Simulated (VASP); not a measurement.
# CoO (Fm-3m) in VASP: further runs, part 3 of 3

VASP 6.6.1. Earlier steps stand in the parts before.

### Step 6. Electric field gradients, PBEsol, collinear spin, ferromagnetic start (10.27 Å³/atom)

This run uses another cell than the first one, of 10.27 Å³/atom.

File INCAR:

```
SYSTEM = CoO
PREC     = Accurate       ! precision mode
ENCUT    = 520            ! plane-wave cutoff, eV
EDIFF    = 1E-8           ! SCF threshold, eV
ISMEAR   = -1             ! smearing method
SIGMA    = 0.05           ! smearing width, eV
LREAL    = .False.        ! projectors in reciprocal space
LASPH    = .True.         ! aspherical terms in the spheres
NELM     = 200            ! most SCF steps
ALGO     = Normal         ! electronic algorithm
ISIF     = 2              ! what is computed and relaxed
LWAVE    = .False.        ! write WAVECAR
LCHARG   = .False.        ! write CHGCAR
ISPIN    = 2              ! spin polarisation
MAGMOM   = 2 0            ! initial moments
LORBIT   = 11             ! projections on sites
LMAXMIX  = 4              ! l up to which the mixer works
GGA      = PS             ! functional
LEFG     = .True.       
NBANDS   = 18             ! bands
GGA_COMPAT= .False.
```

File KPOINTS:

```
regular mesh
0
Gamma
  16 16 16
  0 0 0
```

File POSCAR:

```
CoO
1.0
    0.0000000000      2.1733047310      2.1733047310
    2.1733047310      0.0000000000      2.1733047310
    2.1733047310      2.1733047310      0.0000000000
Co O
1 1
Direct
    0.0000000000      0.0000000000      0.0000000000
    0.5000000000      0.5000000000      0.5000000000
```

Potentials or basis: VASP PAW PBE potentials, release 64 (Co, O).

The run is started by

```sh
cat potpaw_PBE.64/Co/POTCAR potpaw_PBE.64/O/POTCAR > POTCAR
mpirun -np 1 vasp_std > vasp.out
```

OUTCAR:

```text
SYSTEM = CoO
   PREC = Accurate
   ENCUT = 520
   EDIFF = 1E-8
   ISMEAR = -1
   LREAL = .False.
   LASPH = .True.
   NELM = 200
   ISIF = 2
   ISPIN = 2
   LORBIT = 11
   GGA = PS

 ion  position               nearest neighbor table
   1  0.000  0.000  0.000-   2 2.17   2 2.17   2 2.17   2 2.17   2 2.17   2 2.17
   2  0.500  0.500  0.500-   1 2.17   1 2.17   1 2.17   1 2.17   1 2.17   1 2.17

  LATTYP: Found a face centered cubic cell.
 ALAT       =     4.3466094620

  Lattice vectors:

 A1 = (   0.0000000000,   2.1733047310,   2.1733047310)
 A2 = (   2.1733047310,   0.0000000000,   2.1733047310)
 A3 = (   2.1733047310,   2.1733047310,   0.0000000000)

Analysis of symmetry for initial positions (statically):
=====================================================================
 Subroutine PRICEL returns:
 Original cell was already a primitive cell.

 Routine SETGRP: Setting up the symmetry group for a
 face centered cubic supercell.

 Subroutine GETGRP returns: Found 48 space group operations
 (whereof 48 operations were pure point group operations)
 out of a pool of 48 trial point group operations.

The static configuration has the point symmetry O_h .

Analysis of symmetry for dynamics (positions and initial velocities):
=====================================================================
 Subroutine PRICEL returns:
 Original cell was already a primitive cell.

 Routine SETGRP: Setting up the symmetry group for a
 face centered cubic supercell.

 Subroutine GETGRP returns: Found 48 space group operations
 (whereof 48 operations were pure point group operations)
 out of a pool of 48 trial point group operations.

The dynamic configuration has the point symmetry O_h .

Analysis of structural, dynamic, and magnetic symmetry:
=====================================================================
 Subroutine PRICEL returns:
 Original cell was already a primitive cell.

 Routine SETGRP: Setting up the symmetry group for a
 face centered cubic supercell.

 Subroutine GETGRP returns: Found 48 space group operations
 (whereof 48 operations were pure point group operations)
 out of a pool of 48 trial point group operations.

The overall configuration has the point symmetry O_h .

 Subroutine INISYM returns: Found 48 space group operations
 (whereof 48 operations are pure point group operations),
 and found     1 'primitive' translations

----------------------------------------------------------------------------------------

                                     Primitive cell

  volume of cell :      20.5301

  direct lattice vectors                    reciprocal lattice vectors
     0.000000000  2.173304731  2.173304731    -0.230064377  0.230064377  0.230064377
     2.173304731  0.000000000  2.173304731     0.230064377 -0.230064377  0.230064377
     2.173304731  2.173304731  0.000000000     0.230064377  0.230064377 -0.230064377

  length of vectors
     3.073517026  3.073517026  3.073517026     0.398483191  0.398483191  0.398483191

  position of ions in fractional coordinates (direct lattice)
     0.000000000  0.000000000  0.000000000
[... 108 lines left out ...]
   LRPA    =     F    only Hartree local field effects (RPA)
 spin polarized calculation
  energy-cutoff  :      520.00
  volume of cell :       20.53
 maximum number of plane-waves:       568
   NGX = 11   NGY = 11   NGZ = 11

 number of electron      14.9999997 magnetization       2.9936212

 Free energy of the ion-electron system (eV)
  ---------------------------------------------------
  ext. energy  EPLUGINS =         0.00000000
  ---------------------------------------------------
  free energy    TOTEN  =       -13.84803530 eV

  energy without entropy =      -13.81447279  energy(sigma->0) =      -13.83125404

 E-fermi :   6.9910     XC(G=0): -12.3172

 val. band max:        6.9876037703   @ k =  -0.3750   0.3750   0.0000
 cond. band min:       6.9923614438   @ k =   0.5000   0.2500   0.0625
 fundamental gap:      0.0047576735
 Fermi energy:         6.9909550950

 spin component 1

 k-point     1 :       0.0000    0.0000    0.0000
  band No.  band energies     occupation
      1     -12.6989      1.00000
      2       3.7288      1.00000
      3       3.7288      1.00000
      4       3.9202      1.00000
      5       3.9202      1.00000
      6       3.9202      1.00000
[... 493 lines left out ...]
     17      28.9214      0.00000
     18      31.7375      0.00000

 [... further k-points ...]

 spin component 2

 k-point     1 :       0.0000    0.0000    0.0000
  band No.  band energies     occupation
      1     -12.1412      1.00000
      2       4.6428      1.00000
      3       4.6428      1.00000
      4       4.6428      1.00000
      5       6.0064      1.00000
      6       6.0065      1.00000
[... 493 lines left out ...]
     17      29.7053      0.00000
     18      32.5551      0.00000

 [... further k-points ...]

------------------------ aborting loop because EDIFF is reached ----------------------------------------

  FORCE on cell =-STRESS in cart. coord.  units (eV):
  Direction    XX          YY          ZZ          XY          YZ          ZX
  --------------------------------------------------------------------------------------
  -------------------------------------------------------------------------------------
  Total       -2.4529094     -2.4529094     -2.4529094      0.0000000      0.0000000     -0.0000000
  in kB     -191.4256876   -191.4256876   -191.4256876      0.0000000      0.0000000     -0.0000000
  external PRESSURE =    -191.4256876 kB  Pullay stress =       0.0000000 kB

 VOLUME and BASIS-vectors are now :
 -----------------------------------------------------------------------------
  energy-cutoff  :      520.00
  volume of cell :       20.53
      direct lattice vectors                 reciprocal lattice vectors
     0.000000000  2.173304731  2.173304731    -0.230064377  0.230064377  0.230064377
     2.173304731  0.000000000  2.173304731     0.230064377 -0.230064377  0.230064377
     2.173304731  2.173304731  0.000000000     0.230064377  0.230064377 -0.230064377

 POSITION                                       TOTAL-FORCE (eV/Angst)
 -----------------------------------------------------------------------------------
      0.00000      0.00000      0.00000         0.000000      0.000000      0.000000
      2.17330      2.17330      2.17330        -0.000000     -0.000000     -0.000000
 -----------------------------------------------------------------------------------
    total drift:                                0.000000     -0.000000     -0.000000

  FREE ENERGIE OF THE ION-ELECTRON SYSTEM (eV)
  ---------------------------------------------------
  free  energy   TOTEN  =       -13.8480352951 eV

  energy  without entropy=      -13.8144727931  energy(sigma->0) =      -13.83125404

 Electric field gradients (V/A^2)
---------------------------------------------------------------------
 ion       V_xx      V_yy      V_zz      V_xy      V_xz      V_yz
---------------------------------------------------------------------
   1      -0.000     0.000    -0.000     0.001     0.001     0.001
   2      -0.000    -0.000    -0.000    -0.002    -0.002    -0.002
---------------------------------------------------------------------

 Electric field gradients after diagonalization (V/A^2)
 (convention: |V_zz| > |V_xx| > |V_yy|)
----------------------------------------------------------------------
 ion       V_xx      V_yy      V_zz     asymmetry (V_yy - V_xx)/ V_zz
----------------------------------------------------------------------
   1      -0.001    -0.001     0.001       0.000
   2       0.002     0.002    -0.003       0.000
----------------------------------------------------------------------

           NMR quadrupolar parameters

 Cq : quadrupolar parameter    Cq=e*Q*V_zz/h
 eta: asymmetry parameters     (V_yy - V_xx)/ V_zz
 Q  : nuclear electric quadrupole moment in mb (millibarn)
----------------------------------------------------------------------
 ion       Cq(MHz)       eta       Q (mb)
----------------------------------------------------------------------
   1       0.000       0.000       1.000
   2      -0.000       0.000       1.000
----------------------------------------------------------------------

 total charge

# of ion       s       p       d       tot
------------------------------------------
    1        0.282   0.323   7.102   7.706
    2        1.551   3.371   0.000   4.921
--------------------------------------------------
tot          1.832   3.693   7.102  12.628

 magnetization (x)

# of ion       s       p       d       tot
------------------------------------------
    1        0.019   0.016   2.574   2.609
    2        0.027   0.299   0.000   0.326
--------------------------------------------------
tot          0.046   0.315   2.574   2.936
```

Wall time 2.2 min (1 thread of Intel Xeon 8259CL, shared host); peak memory 0.21 GiB.

What came out:

- Free energy: -13.8480 eV
- Pressure: -19.1 GPa
- Band gap on the k mesh: zero (filled and empty bands overlap)
- Net moment: 2.99 μB per cell
- Site moments: Co +2.61; O +0.33 μB
- Largest electric field gradient by atom: zero within the noise of the run
- Valence electrons inside the program's atomic spheres: Co 7.71; O 4.92

Caveat: the cell stands under tension; the PAW data sets were made with another functional, which shifts forces and pressure a little; a cell with one magnetic atom can't hold antiferromagnetic order, which such compounds often take; semilocal functionals often make such compounds metallic where correlation or magnetic order opens a gap, which also shifts bond lengths. With open d or f shells a metallic result of PBEsol can be an artefact of self-interaction; +U or a hybrid may open a gap.

### Step 7. The runs side by side

| cell | gap on the mesh (eV) | pressure (GPa) | moment (μB) |
| --- | --- | --- | --- |
| a = 3.004 Å, angles 60.0°, 2 atoms | none | -9.7 | 2.92 |
| a = 3.024 Å, angles 60.0°, 2 atoms | none | -12.7 | 2.96 |
| a = 3.034 Å, angles 60.0°, 2 atoms | none | -14.1 | 2.97 |
| a = 3.074 Å, angles 60.0°, 2 atoms | none | -19.1 | 2.99 |

Alike in all rows: task electric field gradients; level PBEsol; potentials or basis VASP PAW PBE potentials, release 64 (Co, O); spin collinear, ferromagnetic start; k mesh 16 × 16 × 16; cutoff (eV) 520; smearing fermi-dirac 0.05 eV.

Caveats: the cell stands under tension; the PAW data sets were made with another functional, which shifts forces and pressure a little; a cell with one magnetic atom can't hold antiferromagnetic order, which such compounds often take; semilocal functionals often make such compounds metallic where correlation or magnetic order opens a gap, which also shifts bond lengths.

Total energies depend on the potentials used, so only differences within one code and one set of settings carry meaning.
